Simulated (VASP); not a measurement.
# Ti3O (P-31c) in VASP: single point with PBEsol

Aim: the single point of Ti3O with PBEsol.

All numbers are computed with VASP 6.6.1; they aren't measurements. Logs are shortened: lines on timing, memory, paths and dates and some standing lists are left out, and cuts for length are marked.

### Step 1. The cell of the first run

Symmetry: P-31c, No. 163, trigonal system. The conventional cell has a = 5.153 Å, b = 5.153 Å, c = 9.455 Å, α = 90.00°, β = 90.00°, γ = 120.00°. Within 3.1 Å of Ti (site symmetry 1) lie 2 O at 2.10 to 2.11 Å and 12 Ti at 2.82 to 3.04 Å. Within 2.8 Å of O (site symmetry 32) lie 6 Ti at 2.10 Å. O (site symmetry 32) has 6 Ti at 2.11 Å within 2.8 Å.

### Step 2. Single point, PBEsol (13.59 Å³/atom)

File INCAR:

```
SYSTEM = Ti3O
PREC = Accurate
ENCUT = 520
EDIFF = 1E-7
ISMEAR = 0
SIGMA = 0.1
LREAL = Auto
LASPH = .True.
NELM = 100
ALGO = Normal
ISIF = 2
LWAVE = .False.
LCHARG = .False.
GGA = PS
NBANDS = 98
```

File KPOINTS:

```
regular mesh
0
Gamma
  12 12 4
  0 0 0
```

File POSCAR:

```
Ti3O
1.0
    5.1529622490      0.0000000000      0.0000000000
   -2.5764811245      4.4625962124      0.0000000000
    0.0000000000      0.0000000000      9.4550042070
Ti O
12 4
Direct
    0.3339429377      1.0074566113      0.1188070144
   -0.0074566113      0.3264863264      0.1188070144
    0.6735136736      0.6660570623      0.1188070144
   -0.0074566113      0.6660570623      0.3811929856
    0.6735136736      1.0074566113      0.3811929856
    0.3339429377      0.3264863264      0.3811929856
    0.6660570623     -0.0074566113      0.8811929856
    1.0074566113      0.6735136736      0.8811929856
    0.3264863264      0.3339429377      0.8811929856
    1.0074566113      0.3339429377      0.6188070144
    0.3264863264     -0.0074566113      0.6188070144
    0.6660570623      0.6735136736      0.6188070144
    0.6666666667      0.3333333333      0.2500000000
    0.3333333333      0.6666666667      0.7500000000
    0.0000000000      0.0000000000      0.2500000000
    0.0000000000      0.0000000000      0.7500000000
```

Potentials or basis: VASP PAW PBE potentials, release 64 (Ti_sv, O).

Started as:

```console
cat potpaw_PBE.64/Ti_sv/POTCAR potpaw_PBE.64/O/POTCAR > POTCAR
mpirun -np 1 vasp_std > vasp.out
```

OUTCAR:

```text
SYSTEM = Ti3O
   PREC = Accurate
   ENCUT = 520
   EDIFF = 1E-7
   ISMEAR = 0
   LREAL = Auto
   LASPH = .True.
   NELM = 100
   ISIF = 2
   GGA = PS

 ion  position               nearest neighbor table
   1  0.334  0.007  0.119-  13 2.10  15 2.11   9 2.82   8 2.82   7 2.85
   2  0.993  0.326  0.119-  13 2.10  15 2.11   9 2.82   7 2.82   8 2.85
   3  0.674  0.666  0.119-  13 2.10  15 2.11   8 2.82   7 2.82   9 2.85
   4  0.993  0.666  0.381-  13 2.10  15 2.11  12 2.82  11 2.82  10 2.85
   5  0.674  0.007  0.381-  13 2.10  15 2.11  10 2.82  12 2.82  11 2.85
   6  0.334  0.326  0.381-  13 2.10  15 2.11  10 2.82  11 2.82  12 2.85
   7  0.666  0.993  0.881-  14 2.10  16 2.11   3 2.82   2 2.82   1 2.85
   8  0.007  0.674  0.881-  14 2.10  16 2.11   3 2.82   1 2.82   2 2.85
   9  0.326  0.334  0.881-  14 2.10  16 2.11   2 2.82   1 2.82   3 2.85
  10  0.007  0.334  0.619-  14 2.10  16 2.11   6 2.82   5 2.82   4 2.85
  11  0.326  0.993  0.619-  14 2.10  16 2.11   4 2.82   6 2.82   5 2.85
  12  0.666  0.674  0.619-  14 2.10  16 2.11   4 2.82   5 2.82   6 2.85
  13  0.667  0.333  0.250-   2 2.10   5 2.10   1 2.10   4 2.10   6 2.10   3 2.10
  14  0.333  0.667  0.750-   8 2.10  11 2.10   7 2.10  10 2.10  12 2.10   9 2.10
  15  0.000  0.000  0.250-   1 2.11   5 2.11   2 2.11   6 2.11   3 2.11   4 2.11
  16  0.000  0.000  0.750-   7 2.11  11 2.11   8 2.11  12 2.11   9 2.11  10 2.11

  LATTYP: Found a hexagonal cell.
 ALAT       =     5.1529622490
 C/A-ratio  =     1.8348677421

  Lattice vectors:

 A1 = (   5.1529622490,   0.0000000000,   0.0000000000)
 A2 = (  -2.5764811245,   4.4625962124,   0.0000000000)
 A3 = (   0.0000000000,   0.0000000000,   9.4550042070)

Analysis of symmetry for initial positions (statically):
=====================================================================
 Subroutine PRICEL returns:
 Original cell was already a primitive cell.

 Routine SETGRP: Setting up the symmetry group for a
 hexagonal supercell.

 Subroutine GETGRP returns: Found 12 space group operations
 (whereof  6 operations were pure point group operations)
 out of a pool of 24 trial point group operations.

The static configuration has the point symmetry S_6 .
 The point group associated with its full space group is D_3d.

Analysis of symmetry for dynamics (positions and initial velocities):
=====================================================================
 Subroutine PRICEL returns:
 Original cell was already a primitive cell.

 Routine SETGRP: Setting up the symmetry group for a
 hexagonal supercell.

 Subroutine GETGRP returns: Found 12 space group operations
 (whereof  6 operations were pure point group operations)
 out of a pool of 24 trial point group operations.

The dynamic configuration has the point symmetry S_6 .
 The point group associated with its full space group is D_3d.

 Subroutine INISYM returns: Found 12 space group operations
 (whereof  6 operations are pure point group operations),
 and found     1 'primitive' translations

----------------------------------------------------------------------------------------

                                     Primitive cell

  volume of cell :     217.4234

  direct lattice vectors                    reciprocal lattice vectors
     5.152962249  0.000000000  0.000000000     0.194063133  0.112042402  0.000000000
    -2.576481124  4.462596212  0.000000000     0.000000000  0.224084805  0.000000000
     0.000000000  0.000000000  9.455004207     0.000000000  0.000000000  0.105764099

  length of vectors
     5.152962249  5.152962249  9.455004207     0.224084805  0.224084805  0.105764099

  position of ions in fractional coordinates (direct lattice)
     0.333942938  0.007456611  0.118807014
     0.992543389  0.326486326  0.118807014
     0.673513674  0.666057062  0.118807014
     0.992543389  0.666057062  0.381192986
     0.673513674  0.007456611  0.381192986
     0.333942938  0.326486326  0.381192986
[... 8 lines left out ...]
     0.000000000  0.000000000  0.250000000
     0.000000000  0.000000000  0.750000000

  ion indices of the primitive-cell ions
   primitive index   ion index
                 1           1
                 2           2
                 3           3
                 4           4
                 5           5
                 6           6
[... 8 lines left out ...]
                15          15
                16          16

----------------------------------------------------------------------------------------

 KPOINTS: regular mesh

Automatic generation of k-mesh.
 Grid dimensions read from file:
 generate k-points for:   12   12    4

 Generating k-lattice:

  Cartesian coordinates                     Fractional coordinates (reciprocal lattice)
     0.016171928  0.009336867  0.000000000     0.083333333  0.000000000  0.000000000
     0.000000000  0.018673734  0.000000000     0.000000000  0.083333333  0.000000000
     0.000000000  0.000000000  0.026441025     0.000000000  0.000000000  0.250000000

  Length of vectors
     0.018673734  0.018673734  0.026441025

  Shift w.r.t. Gamma in fractional coordinates (k-lattice)
     0.000000000  0.000000000  0.000000000

 Subroutine IBZKPT returns following result:
 ===========================================

 Found     69 irreducible k-points:

 Following reciprocal coordinates:
            Coordinates               Weight
  0.000000  0.000000  0.000000      1.000000
  0.083333  0.000000  0.000000      6.000000
  0.166667  0.000000  0.000000      6.000000
  0.250000  0.000000  0.000000      6.000000
  0.333333  0.000000  0.000000      6.000000
  0.416667  0.000000  0.000000      6.000000
[... 16 lines left out ...]
  0.250000  0.000000  0.250000     12.000000
  0.333333  0.000000  0.250000     12.000000
 [... further k-points ...]
   k-points           NKPTS =     69   k-points in BZ     NKDIM =     69   number of bands    NBANDS=     98
   number of dos      NEDOS =    301   number of ions     NIONS =     16
   total plane-waves  NPLWV = 112000
   dimension x,y,z NGX =    40 NGY =   40 NGZ =   70
   dimension x,y,z NGXF=    80 NGYF=   80 NGZF=  140
   ions per type =              12   4
   NGX,Y,Z   is equivalent  to a cutoff of  12.90, 12.90, 12.31 a.u.
   NGXF,Y,Z  is equivalent  to a cutoff of  25.81, 25.81, 24.62 a.u.
 SYSTEM =  Ti3O
   PREC   = accura    normal or accurate (medium, high low for compatibility)
   ISTART =      0    job   : 0-new  1-cont  2-samecut
   ICHARG =      2    charge: 1-file 2-atom 10-const
   ISPIN  =      1    spin polarized calculation?
   LNONCOLLINEAR =      F non collinear calculations
   LSORBIT =      F    spin-orbit coupling
   LASPH  =      T    aspherical Exc in radial PAW
   ENCUT  =  520.0 eV  38.22 Ry    6.18 a.u.   9.58  9.58 17.58*2*pi/ulx,y,z
   NELM   =    100;   NELMIN=  2; NELMDL= -5     # of ELM steps
   EDIFF  = 0.1E-06   stopping-criterion for ELM
   LREAL  =      T    real-space projection
   EDIFFG = 0.1E-05   stopping-criterion for IOM
   NSW    =      0    number of steps for IOM
   IBRION =     -1    ionic relax: 0-MD 1-quasi-New 2-CG
   NFREE  =      0    steps in history (QN), initial steepest desc. (CG)
   ISIF   =      2    stress and relaxation
   ISYM   =      2    0-nonsym 1-usesym 2-fastsym
   POTIM  = 0.5000    time-step for ionic-motion
   TEBEG  =    0.0;   TEEND  =   0.0 temperature during run
   PSTRESS=    0.0 pullay stress
   NELECT =     168.0000    total number of electrons
   NUPDOWN=      -1.0000    fix difference up-down
   EMIN   =  10.00;   EMAX   =-10.00  energy-range for DOS
   EFERMI =   0.00;   METHOD = LEGACY
   ISMEAR =     0;   SIGMA  =   0.10  broadening in eV -4-tet -1-fermi 0-gaus
   EFERMI_NEDOS =   21; number of points for ismear=-14 and -15
   IALGO  =     38    algorithm
   IMIX   =      4    mixing-type and parameters
     AMIX     =   0.40;   BMIX     =  1.00
     AMIX_MAG =   1.60;   BMIX_MAG =  1.00
  volume/ion in A,a.u.               =      13.59        91.70
  Fermi-wavevector in a.u.,A,eV,Ry     =   1.502251  2.838843 30.705057  2.256758
  Thomas-Fermi vector in A             =   2.613516
   LORBIT       =      0    0 simple, 1 ext, 2 COOP (PROOUT), +10 PAW based schemes
   GGA     = PS    functional components
   LHFCALC =     F    Hartree Fock is set to
   AEXX    =    0.0000 exact exchange contribution
   IVDW    =     0    specifies the selected vdW correction
   LEPSILON=     F    determine dielectric tensor
   LRPA    =     F    only Hartree local field effects (RPA)
 non-spin polarized calculation
 Gauss-broadening in eV      SIGMA  =   0.10
  energy-cutoff  :      520.00
  volume of cell :      217.42
 maximum number of plane-waves:      5916
 NGX is ok and might be reduce to    40
   NGX = 19   NGY = 19   NGZ = 35

 number of electron     167.9999972 magnetization

 Free energy of the ion-electron system (eV)
  ---------------------------------------------------
  ext. energy  EPLUGINS =         0.00000000
  ---------------------------------------------------
  free energy    TOTEN  =      -144.53474029 eV

  energy without entropy =     -144.48703856  energy(sigma->0) =     -144.51088942

 E-fermi :   8.9637     XC(G=0): -12.1388

 val. band max:        8.9627767220   @ k =   0.1667   0.0000   0.0000
 cond. band min:       8.9651228408   @ k =  -0.0833   0.1667   0.2500
 fundamental gap:      0.0023461188
 Fermi energy:         8.9637403333

 k-point     1 :       0.0000    0.0000    0.0000
  band No.  band energies     occupation
      1     -47.7813      2.00000
      2     -47.7339      2.00000
      3     -47.6990      2.00000
      4     -47.6508      2.00000
      5     -47.6442      2.00000
      6     -47.6442      2.00000
[... 88 lines left out ...]
     95      10.3802      0.00000
     96      10.3802      0.00000

 k-point     2 :       0.0833    0.0000    0.0000
  band No.  band energies     occupation
      1     -47.7792      2.00000
      2     -47.7322      2.00000
      3     -47.6977      2.00000
      4     -47.6501      2.00000
      5     -47.6490      2.00000
      6     -47.6481      2.00000
[... 2167 lines left out ...]
     95      10.3784      0.00000
     96      10.4561      0.00000

 k-point    24 :       0.3333    0.0000    0.2500
  band No.  band energies     occupation
      1     -47.7460      2.00000
      2     -47.7201      2.00000
      3     -47.6837      2.00000
      4     -47.6692      2.00000
      5     -47.6688      2.00000
      6     -47.6638      2.00000
[... 88 lines left out ...]
     95      10.3293      0.00000
     96      10.4723      0.00000

 [... further k-points ...]

 [bands above 96 left out]

------------------------ aborting loop because EDIFF is reached ----------------------------------------

  FORCE on cell =-STRESS in cart. coord.  units (eV):
  Direction    XX          YY          ZZ          XY          YZ          ZX
  --------------------------------------------------------------------------------------
  -------------------------------------------------------------------------------------
  Total       -6.0152686     -6.0152686     -5.9727434      0.0000000      0.0000000     -0.0000000
  in kB      -44.3260798    -44.3260798    -44.0127152      0.0000000      0.0000000     -0.0000000
  external PRESSURE =     -44.2216249 kB  Pullay stress =       0.0000000 kB

 VOLUME and BASIS-vectors are now :
 -----------------------------------------------------------------------------
  energy-cutoff  :      520.00
  volume of cell :      217.42
      direct lattice vectors                 reciprocal lattice vectors
     5.152962249  0.000000000  0.000000000     0.194063133  0.112042402  0.000000000
    -2.576481124  4.462596212  0.000000000     0.000000000  0.224084805  0.000000000
     0.000000000  0.000000000  9.455004207     0.000000000  0.000000000  0.105764099

 POSITION                                       TOTAL-FORCE (eV/Angst)
 -----------------------------------------------------------------------------------
      1.70158      0.03328      1.12332         0.011772     -0.009397     -0.024979
      4.27335      1.45698      1.12332         0.002252      0.014893     -0.024979
      1.75451      2.97234      1.12332        -0.014024     -0.005497     -0.024979
      3.39846      2.97234      3.60418         0.014024     -0.005497      0.024979
      3.45138      0.03328      3.60418        -0.011772     -0.009397      0.024979
      0.87961      1.45698      3.60418        -0.002252      0.014893      0.024979
[... 8 lines left out ...]
      0.00000      0.00000      2.36375        -0.000000     -0.000000      0.000000
      0.00000      0.00000      7.09125        -0.000000     -0.000000      0.000000
 -----------------------------------------------------------------------------------
    total drift:                               -0.000000      0.000000      0.000000

  FREE ENERGIE OF THE ION-ELECTRON SYSTEM (eV)
  ---------------------------------------------------
  free  energy   TOTEN  =      -144.5347402914 eV

  energy  without entropy=     -144.4870385582  energy(sigma->0) =     -144.51088942
```

Wall time 38 min (1 thread of AMD EPYC 9R45 (Zen 5), shared host); peak memory 0.88 GiB.

What came out:

```yaml
Free_energy: -144.5347 eV
Pressure: -4.4 GPa
Largest_force: 0.029 eV/Å
Band_gap_on_the_k_mesh: zero (bands 84 and 85 overlap by 0.26 eV)
```

Forces on the atoms (eV/Å):
```
Ti   0.012 -0.009 -0.025
Ti   0.002  0.015 -0.025
Ti  -0.014 -0.005 -0.025
Ti   0.014 -0.005  0.025
Ti  -0.012 -0.009  0.025
Ti  -0.002  0.015  0.025
Ti  -0.012  0.009  0.025
Ti  -0.002 -0.015  0.025
Ti   0.014  0.005  0.025
Ti  -0.014  0.005 -0.025
Ti   0.012  0.009 -0.025
Ti   0.002 -0.015 -0.025
O    0.000  0.000  0.000
O    0.000  0.000  0.000
O    0.000  0.000  0.000
O    0.000  0.000  0.000
```

Levels at points of the mesh, in eV from the Fermi level:
| k point | band 81 | band 82 | band 83 | band 84 | band 85 | band 86 | band 87 | band 88 |
| --- | --- | --- | --- | --- | --- | --- | --- | --- |
| (0.00, 0.00, 0.00) | -0.54 | -0.39 | -0.15 | -0.15 | 0.04 | 0.04 | 0.39 | 0.39 |
| (0.50, 0.00, 0.00) | -0.63 | -0.59 | -0.58 | -0.50 | 0.01 | 0.45 | 0.62 | 0.71 |
| (0.00, 0.00, 0.50) | -0.57 | -0.57 | 0.04 | 0.04 | 0.04 | 0.04 | 0.60 | 0.60 |
| (0.50, 0.00, 0.50) | -0.64 | -0.64 | -0.12 | -0.12 | 0.26 | 0.26 | 0.61 | 0.61 |

Caveat: the cell stands under tension; the PAW data sets were made with another functional, which shifts forces and pressure a little.
